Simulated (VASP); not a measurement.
Here is a VASP 6.6.1 calculation.

File POSCAR:

```
ZrC
1.0
    0.0000000000      2.3871093500      2.3871093500
    2.3871093500      0.0000000000      2.3871093500
    2.3871093500      2.3871093500      0.0000000000
Zr C
1 1
Direct
    0.5000000000      0.5000000000      0.5000000000
    0.0000000000      0.0000000000      0.0000000000
```

The input INCAR.step1:

```
  ALGO = Normal
  EDIFF = 1E-4
  ENCUT = 520
  GGA = PE
  ISMEAR = -1
  LASPH = True
  LCHARG = False
  LREAL = False
  LWAVE = True
  NBANDS = 15
  NELM = 100
  PREC = Accurate
  SIGMA = 0.1
```

INCAR.step2

```
  ALGO = Normal
  EDIFF = 1E-6
  ENCUT = 520
  ISIF = 2
  ISMEAR = -1
  ISTART = 1
  LASPH = True
  LCHARG = True
  LELF = True
  LMIXTAU = True
  LREAL = False
  LVHAR = True
  LWAVE = False
  METAGGA = R2SCAN
  NBANDS = 15
  NELM = 100
  PREC = Accurate
  SIGMA = 0.1
```

Contents of KPOINTS:

```
k-points
0
Gamma
  12 12 12
```

Potentials or basis: VASP PAW PBE potentials, release 64 (Zr_sv, C).

Launch:

```bash
$ cat potpaw_PBE.64/Zr_sv/POTCAR potpaw_PBE.64/C/POTCAR > POTCAR
$ cp INCAR.step1 INCAR
$ mpirun -np 1 vasp_std > vasp.out
$ cp INCAR.step2 INCAR
$ mpirun -np 1 vasp_std > vasp.out
```

Question: Predict the pressure.

Answer: -8.2 GPa.

Question: Predict the band gap on the k mesh.

Answer: Zero (band 8 reaches 10.03 eV, above the bottom of band 9 at 8.77 eV).

Caveat: the PAW data sets were made with another functional, which shifts forces and pressure a little.
